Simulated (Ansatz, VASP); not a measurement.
SiC: VASP beside Ansatz

File INCAR:

```
PREC = Accurate ; ENCUT = 600
EDIFF = 1E-6 ; ISMEAR = 0
SIGMA = 0.2 ; LREAL = F
LASPH = T ; NELM = 120
ALGO = Normal ; ISIF = 2
LWAVE = F ; LCHARG = F
GGA = PE ; NBANDS = 11
GGA_COMPAT = F
```

KPOINTS

```
regular mesh
0
Gamma
  8 8 8
```

The input POSCAR:

```
SiC
1.0
    0.0000000000      2.0138689999      2.0138689999
    2.0138689999      0.0000000000      2.0138689999
    2.0138689999      2.0138689999      0.0000000000
Si C
1 1
Direct
    0.0000000000      0.0000000000      0.0000000000
    0.5000000000      0.5000000000      0.5000000000
```

Input for Ansatz:

```yaml
crystal:
  lattice:
    - [0.0, 2.0138689999, 2.0138689999]
    - [2.0138689999, 0.0, 2.0138689999]
    - [2.0138689999, 2.0138689999, 0.0]
  atoms:
    - { symbol: Si, position: [0.0, 0.0, 0.0] }
    - { symbol: C, position: [0.5, 0.5, 0.5] }
kpoints:
  mp_grid: { grid: [8, 8, 8] }
hamiltonian:
  xc: pbe
scf:
  occupations: { method: gaussian, width: 0.2 }
  n_extra_bands: 4
output:
  forces: true
  stress: true
  eigenvalues: true
```

Alike in both runs: task single point; functional PBE; k mesh 8 × 8 × 8; occupations gaussian, width 0.2 eV; no spin polarisation.

|  | VASP | Ansatz |
| --- | --- | --- |
| version | VASP 6.6.1 | Ansatz 0.2.0 |
| potentials or method | VASP PAW PBE potentials, release 64 (Si, C) | plane waves |
| plane-wave cutoff (eV) | 600 | 420 |
| valence electrons in the cell | 8 | 8 |

|  | VASP | Ansatz | Ansatz less VASP |
| --- | --- | --- | --- |
| pressure (GPa) | 5.8 | 5.7 | -0.02 |
